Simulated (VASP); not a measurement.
# Co (P6_3/mmc) in VASP: notebook, part 2 of 2

VASP 6.6.1. The steps go on from the part before.

## 3. Single point, PBE

INCAR

```
PREC = Accurate
ENCUT = 520
EDIFF = 1E-6
ISMEAR = 1
SIGMA = 0.2
LREAL = F
LASPH = T
NELM = 80
ALGO = Normal
ISIF = 2
LWAVE = F
LCHARG = F
GGA = PE
NBANDS = 16
```

KPOINTS

```
Automatic mesh
0
Gamma
  15 15 8
```

POSCAR

```
Co
1.0
    2.4583936733      0.0000000000      0.0000000000
   -1.2291968366      2.1290313736      0.0000000000
    0.0000000000      0.0000000000      3.9606917934
Co
2
Direct
    0.3333333333      0.6666666667      0.2500000000
    0.6666666667      0.3333333333      0.7500000000
```

Potentials or basis: VASP PAW PBE potentials, release 64 (Co).

Command:

```bash
$ cat potpaw_PBE.64/Co/POTCAR > POTCAR
$ mpirun -np 1 vasp_std > vasp.out
```

OUTCAR:

```text
PREC = Accurate
   ENCUT = 520
   EDIFF = 1E-6
   ISMEAR = 1
   LREAL = F
   LASPH = T
   NELM = 80
   ISIF = 2
   GGA = PE

 ion  position               nearest neighbor table
   1  0.333  0.667  0.250-   2 2.44   2 2.44   2 2.44   2 2.44   2 2.44   2 2.44
   2  0.667  0.333  0.750-   1 2.44   1 2.44   1 2.44   1 2.44   1 2.44   1 2.44

  LATTYP: Found a hexagonal cell.
 ALAT       =     2.4583936733
 C/A-ratio  =     1.6110893208

  Lattice vectors:

 A1 = (   2.4583936733,   0.0000000000,   0.0000000000)
 A2 = (  -1.2291968366,   2.1290313736,   0.0000000000)
 A3 = (   0.0000000000,   0.0000000000,   3.9606917934)

Analysis of symmetry for initial positions (statically):
=====================================================================
 Subroutine PRICEL returns:
 Original cell was already a primitive cell.

 Routine SETGRP: Setting up the symmetry group for a
 hexagonal supercell.

 Subroutine GETGRP returns: Found 24 space group operations
 (whereof 12 operations were pure point group operations)
 out of a pool of 24 trial point group operations.

The static configuration has the point symmetry D_3d.
 The point group associated with its full space group is D_6h.

Analysis of symmetry for dynamics (positions and initial velocities):
=====================================================================
 Subroutine PRICEL returns:
 Original cell was already a primitive cell.

 Routine SETGRP: Setting up the symmetry group for a
 hexagonal supercell.

 Subroutine GETGRP returns: Found 24 space group operations
 (whereof 12 operations were pure point group operations)
 out of a pool of 24 trial point group operations.

The dynamic configuration has the point symmetry D_3d.
 The point group associated with its full space group is D_6h.

 Subroutine INISYM returns: Found 24 space group operations
 (whereof 12 operations are pure point group operations),
 and found     1 'primitive' translations

----------------------------------------------------------------------------------------

                                     Primitive cell

  volume of cell :      20.7302

  direct lattice vectors                    reciprocal lattice vectors
     2.458393673  0.000000000  0.000000000     0.406769677  0.234848582  0.000000000
    -1.229196837  2.129031374  0.000000000     0.000000000  0.469697165  0.000000000
     0.000000000  0.000000000  3.960691793     0.000000000  0.000000000  0.252481145

  length of vectors
     2.458393673  2.458393673  3.960691793     0.469697165  0.469697165  0.252481145

  position of ions in fractional coordinates (direct lattice)
     0.333333333  0.666666667  0.250000000
     0.666666667  0.333333333  0.750000000

  ion indices of the primitive-cell ions
   primitive index   ion index
                 1           1
                 2           2

----------------------------------------------------------------------------------------

 KPOINTS: Automatic mesh

Automatic generation of k-mesh.
 Grid dimensions read from file:
 generate k-points for:   15   15    8

 Generating k-lattice:

  Cartesian coordinates                     Fractional coordinates (reciprocal lattice)
     0.027117978  0.015656572  0.000000000     0.066666667  0.000000000  0.000000000
     0.000000000  0.031313144  0.000000000     0.000000000  0.066666667  0.000000000
     0.000000000  0.000000000  0.031560143     0.000000000  0.000000000  0.125000000

  Length of vectors
     0.031313144  0.031313144  0.031560143

  Shift w.r.t. Gamma in fractional coordinates (k-lattice)
     0.000000000  0.000000000  0.000000000

 Subroutine IBZKPT returns following result:
 ===========================================

 Found    135 irreducible k-points:

 Following reciprocal coordinates:
            Coordinates               Weight
  0.000000  0.000000  0.000000      1.000000
  0.066667 -0.000000  0.000000      6.000000
  0.133333 -0.000000  0.000000      6.000000
  0.200000 -0.000000  0.000000      6.000000
  0.266667 -0.000000  0.000000      6.000000
  0.333333 -0.000000  0.000000      6.000000
[... 16 lines left out ...]
  0.333333  0.200000  0.000000     12.000000
  0.400000  0.200000  0.000000      6.000000
 [... further k-points ...]
   k-points           NKPTS =    135   k-points in BZ     NKDIM =    135   number of bands    NBANDS=     16
   number of dos      NEDOS =    301   number of ions     NIONS =      2
   total plane-waves  NPLWV =   9720
   dimension x,y,z NGX =    18 NGY =   18 NGZ =   30
   dimension x,y,z NGXF=    36 NGYF=   36 NGZF=   60
   ions per type =               2
   NGX,Y,Z   is equivalent  to a cutoff of  12.17, 12.17, 12.59 a.u.
   NGXF,Y,Z  is equivalent  to a cutoff of  24.34, 24.34, 25.18 a.u.
 SYSTEM =  unknown system
   PREC   = accura    normal or accurate (medium, high low for compatibility)
   ISTART =      0    job   : 0-new  1-cont  2-samecut
   ICHARG =      2    charge: 1-file 2-atom 10-const
   ISPIN  =      1    spin polarized calculation?
   LNONCOLLINEAR =      F non collinear calculations
   LSORBIT =      F    spin-orbit coupling
   LASPH  =      T    aspherical Exc in radial PAW
   ENCUT  =  520.0 eV  38.22 Ry    6.18 a.u.   4.57  4.57  7.36*2*pi/ulx,y,z
   NELM   =     80;   NELMIN=  2; NELMDL= -5     # of ELM steps
   EDIFF  = 0.1E-05   stopping-criterion for ELM
   LREAL  =      F    real-space projection
   EDIFFG = 0.1E-04   stopping-criterion for IOM
   NSW    =      0    number of steps for IOM
   IBRION =     -1    ionic relax: 0-MD 1-quasi-New 2-CG
   NFREE  =      0    steps in history (QN), initial steepest desc. (CG)
   ISIF   =      2    stress and relaxation
   ISYM   =      2    0-nonsym 1-usesym 2-fastsym
   POTIM  = 0.5000    time-step for ionic-motion
   TEBEG  =    0.0;   TEEND  =   0.0 temperature during run
   PSTRESS=    0.0 pullay stress
   NELECT =      18.0000    total number of electrons
   NUPDOWN=      -1.0000    fix difference up-down
   EMIN   =  10.00;   EMAX   =-10.00  energy-range for DOS
   EFERMI =   0.00;   METHOD = LEGACY
   ISMEAR =     1;   SIGMA  =   0.20  broadening in eV -4-tet -1-fermi 0-gaus
   EFERMI_NEDOS =   21; number of points for ismear=-14 and -15
   IALGO  =     38    algorithm
   IMIX   =      4    mixing-type and parameters
     AMIX     =   0.40;   BMIX     =  1.00
     AMIX_MAG =   1.60;   BMIX_MAG =  1.00
  volume/ion in A,a.u.               =      10.37        69.95
  Fermi-wavevector in a.u.,A,eV,Ry     =   1.561819  2.951411 33.188418  2.439280
  Thomas-Fermi vector in A             =   2.664829
   LORBIT       =      0    0 simple, 1 ext, 2 COOP (PROOUT), +10 PAW based schemes
   GGA     = PE    functional components
   LHFCALC =     F    Hartree Fock is set to
   AEXX    =    0.0000 exact exchange contribution
   IVDW    =     0    specifies the selected vdW correction
   LEPSILON=     F    determine dielectric tensor
   LRPA    =     F    only Hartree local field effects (RPA)
 non-spin polarized calculation
 Methfessel and Paxton  Order N= 1 SIGMA  =   0.20
  energy-cutoff  :      520.00
  volume of cell :       20.73
 maximum number of plane-waves:       578
   NGX =  9   NGY =  9   NGZ = 15

 number of electron      17.9999975 magnetization

 Free energy of the ion-electron system (eV)
  ---------------------------------------------------
  ext. energy  EPLUGINS =         0.00000000
  ---------------------------------------------------
  free energy    TOTEN  =       -13.63870562 eV

  energy without entropy =      -13.64026666  energy(sigma->0) =      -13.63922597

 E-fermi :  10.8622     XC(G=0): -13.6928

 val. band max:       10.8621268617   @ k =   0.4000   0.2000   0.2500
 cond. band min:      10.8655457462   @ k =   0.3333   0.1333   0.3750
 fundamental gap:      0.0034188845
 Fermi energy:        10.8621991444

 k-point     1 :       0.0000    0.0000    0.0000
  band No.  band energies     occupation
      1       1.7292      2.00000
      2       5.9856      2.00000
      3       8.9494      2.00000
      4       8.9731      2.00000
      5       8.9731      2.00000
      6       9.3375      2.00000
[... 8 lines left out ...]
     15      36.3727      0.00000
     16      36.4286      0.00000
[... 419 lines left out ...]
 k-point    24 :       0.4000    0.2000    0.0000
  band No.  band energies     occupation
      1       6.9141      2.00000
      2       6.9307      2.00000
      3       7.0065      2.00000
      4       7.9483      2.00000
      5       8.5977      2.00000
      6       8.8336      2.00000
[... 8 lines left out ...]
     15      22.8580      0.00000
     16      24.8176      0.00000

 [... further k-points ...]

------------------------ aborting loop because EDIFF is reached ----------------------------------------

  FORCE on cell =-STRESS in cart. coord.  units (eV):
  Direction    XX          YY          ZZ          XY          YZ          ZX
  --------------------------------------------------------------------------------------
  -------------------------------------------------------------------------------------
  Total       -0.2200769     -0.2200769     -0.1864105     -0.0000000      0.0000000     -0.0000000
  in kB      -17.0090699    -17.0090699    -14.4070932     -0.0000000      0.0000000     -0.0000000
  external PRESSURE =     -16.1417443 kB  Pullay stress =       0.0000000 kB

 VOLUME and BASIS-vectors are now :
 -----------------------------------------------------------------------------
  energy-cutoff  :      520.00
  volume of cell :       20.73
      direct lattice vectors                 reciprocal lattice vectors
     2.458393673  0.000000000  0.000000000     0.406769677  0.234848582  0.000000000
    -1.229196837  2.129031374  0.000000000     0.000000000  0.469697165  0.000000000
     0.000000000  0.000000000  3.960691793     0.000000000  0.000000000  0.252481145

 POSITION                                       TOTAL-FORCE (eV/Angst)
 -----------------------------------------------------------------------------------
     -0.00000      1.41935      0.99017         0.000000      0.000000      0.000000
      1.22920      0.70968      2.97052        -0.000000      0.000000      0.000000
 -----------------------------------------------------------------------------------
    total drift:                               -0.000000     -0.000000     -0.000000

  FREE ENERGIE OF THE ION-ELECTRON SYSTEM (eV)
  ---------------------------------------------------
  free  energy   TOTEN  =       -13.6387056189 eV

  energy  without entropy=      -13.6402666582  energy(sigma->0) =      -13.63922597
```

stdout:

```text
POSCAR found type information on POSCAR Co
 POSCAR found :  1 types and       2 ions
 scaLAPACK will be used
 LDA part: xc-table for (Slater+PW92), standard interpolation
 POSCAR, INCAR and KPOINTS ok, starting setup
 FFT: planning ... GRIDC
 FFT: planning ... GRID_SOFT
 FFT: planning ... GRID
 WAVECAR not read
 entering main loop
```

It took 31 s on 1 thread of Intel Xeon Platinum 8259CL at 2.50GHz (Skylake/Cascade Lake), shared host; peak memory 0.15 GiB.

What came out:

```yaml
Free_energy: -13.6387 eV
Pressure: -1.6 GPa
Band_gap_on_the_k_mesh: zero (band 9 reaches 11.21 eV, above the bottom of band 10 at 9.67 eV)
```

Levels at points of the mesh, in eV from the Fermi level:
| k point | band 7 | band 8 | band 9 | band 10 | band 11 | band 12 |
| --- | --- | --- | --- | --- | --- | --- |
| (0.00, 0.00, 0.00) | -1.52 | -1.16 | -1.16 | -0.04 | 0.09 | 0.09 |
| (0.00, 0.00, 0.50) | -1.97 | -1.97 | -0.25 | -0.25 | -0.25 | -0.25 |

Caveat: the run has no spin polarisation, though such a crystal can be magnetic. Spin polarisation is off, so any magnetic state and its effect on volume and gap are missing.

## 4. Single point, PBE

INCAR

```
SYSTEM = Co
PREC = Accurate
ENCUT = 520
EDIFF = 1E-7
ISMEAR = 1
SIGMA = 0.3
LREAL = .FALSE.
LASPH = .TRUE.
NELM = 80
ALGO = Normal
ISIF = 2
LWAVE = .FALSE.
LCHARG = .FALSE.
GGA = PE
NBANDS = 16
```

KPOINTS

```
Automatic mesh
0
G
  15 15 8
  0 0 0
```

POSCAR is that of step 3.

Command:

```bash
$ cat potpaw_PBE.64/Co/POTCAR > POTCAR
$ mpirun -np 1 vasp_std > vasp.out
```

It took 34 s on 1 thread of Intel Xeon Platinum 8259CL at 2.50GHz (Skylake/Cascade Lake), shared host; peak memory 0.15 GiB.

The run converged. Its results:

- Free energy: -13.6413 eV
- Pressure: -1.7 GPa
- Band gap on the k mesh: zero (band 9 reaches 11.22 eV, above the bottom of band 10 at 9.67 eV)

Stress tensor (GPa, compression positive):
```
-1.72  0.00  0.00
 0.00 -1.72  0.00
 0.00  0.00 -1.56
```

Levels at points of the mesh, in eV from the Fermi level:
| k point | band 6 | band 7 | band 8 | band 9 | band 10 | band 11 | band 12 | band 13 |
| --- | --- | --- | --- | --- | --- | --- | --- | --- |
| (0.00, 0.00, 0.00) | -1.52 | -1.52 | -1.14 | -1.14 | -0.03 | 0.10 | 0.10 | 7.30 |
| (0.00, 0.00, 0.50) | -1.96 | -1.96 | -1.96 | -0.24 | -0.24 | -0.24 | -0.24 | 15.87 |

Caveat: the run has no spin polarisation, though such a crystal can be magnetic.

## 5. Overview

```csv
smearing,gap on the mesh (eV),pressure (GPa)
methfessel-paxton 0.1 eV,none,-1.6
methfessel-paxton 0.2 eV,none,-1.6
methfessel-paxton 0.3 eV,none,-1.7
```

Alike in all rows: task single point; level PBE; potentials or basis VASP PAW PBE potentials, release 64 (Co); no spin polarisation; cell as given; k mesh 15 × 15 × 8; cutoff (eV) 520.

Every run on the cell as given and a fine mesh finds a metal.

Caveats: the run has no spin polarisation, though such a crystal can be magnetic.

Total energies depend on the potentials used, so only differences within one code and one set of settings carry meaning.
